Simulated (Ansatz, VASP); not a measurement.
# FeBiO4: VASP beside Ansatz

File INCAR:

```
SYSTEM = FeBiO4
ALGO     = Normal         ! electronic algorithm
EDIFF    = 1E-7           ! SCF threshold, eV
ENCUT    = 520            ! plane-wave cutoff, eV
GGA      = PE             ! functional
ISIF     = 2              ! what is computed and relaxed
ISMEAR   = 0              ! smearing method
ISPIN    = 2              ! spin polarisation
LASPH    = .TRUE.         ! aspherical terms in the spheres
LCHARG   = .TRUE.         ! write CHGCAR
LELF     = .TRUE.         ! ELF
LMAXMIX  = 4              ! l up to which the mixer works
LORBIT   = 11             ! projections on sites
LREAL    = .FALSE.        ! projectors in reciprocal space
LVHAR    = .TRUE.       
LWAVE    = .FALSE.        ! write WAVECAR
MAGMOM   = 4 0 0 0 0 0    ! initial moments
NBANDS   = 36             ! bands
NELM     = 150            ! most SCF steps
PREC     = Accurate       ! precision mode
SIGMA    = 0.1            ! smearing width, eV
```

The input KPOINTS:

```
k-points
0
G
  4 4 4
  0 0 0
```

Contents of POSCAR:

```
FeBiO4
1.0
    0.0000000000      3.3559588900      3.3559588900
    3.3559588900      0.0000000000      3.3559588900
    3.3559588900      3.3559588900      0.0000000000
Fe Bi O
1 1 4
Direct
    0.7500000000      0.7500000000      0.7500000000
    0.0000000000      0.0000000000      0.0000000000
    0.8769740200      0.3743419900      0.3743419900
    0.3743419900      0.3743419900      0.3743419900
    0.3743419900      0.8769740200      0.3743419900
    0.3743419900      0.3743419900      0.8769740200
```

Input for Ansatz:

```yaml
crystal:
  lattice:
    - [0.0, 3.35595889, 3.35595889]
    - [3.35595889, 0.0, 3.35595889]
    - [3.35595889, 3.35595889, 0.0]
  atoms:
    - { symbol: Fe, position: [0.75, 0.75, 0.75], spin: 4.0 }
    - { symbol: Bi, position: [0.0, 0.0, 0.0] }
    - { symbol: O, position: [0.87697402, 0.37434199, 0.37434199] }
    - { symbol: O, position: [0.37434199, 0.37434199, 0.37434199] }
    - { symbol: O, position: [0.37434199, 0.87697402, 0.37434199] }
    - { symbol: O, position: [0.37434199, 0.37434199, 0.87697402] }
basis:
  ecutwfc: 420
kpoints:
  mp_grid: { grid: [4, 4, 4] }
hamiltonian:
  xc: pbe
scf:
  occupations: { method: gaussian, width: 0.1 }
  lower_state_search: "off"
output:
  forces: true
  stress: true
  eigenvalues: true
  populations: true
magnetization:
  spin_polarized: true
```

Change from the starting cell: species swapped into the LuCdNi4 type (F-43m, No. 216).

Alike in both runs: task single point; functional PBE; k mesh 4 × 4 × 4; occupations gaussian, width 0.1 eV; collinear spin.

|  | VASP | Ansatz |
| --- | --- | --- |
| version | VASP 6.6.1 | Ansatz 0.2.0 |
| potentials or method | VASP PAW PBE potentials, release 64 (Fe, Bi_d, O), cutoff 520 eV | scalar-relativistic, plane waves, PAW |
| valence electrons in the cell | 47 | 55 |

|  | VASP | Ansatz | Ansatz less VASP |
| --- | --- | --- | --- |
| gap on the k mesh at the Fermi level (eV) | none | none | - |
| pressure (GPa) | -10.4 | -9.7 | +0.67 |
| rms of the force components (eV/Å) | 0.012 | 0.015 | +0.0029 |
| net moment per atom (μB) | 0.56 | 0.42 | -0.141 |
| size of the moment on the site where the two differ most (μB) | 0.07 | 0.14 | +0.071 |

The net moments are unlike, so the other rows may belong to different states. Site moments also hang on the region over which each program counts them. Atom by atom the forces differ by 0.003 eV/Å (rms over components). A gap of «none» marks a metal or a gap that the smearing closes. VASP's potentials hold 47 valence electrons a cell and Ansatz's 55, so a difference there can come from the potentials and not from the codes.

The k mesh is coarse, so the values compare programs but aren't converged. Neither program's run includes spin-orbit coupling.
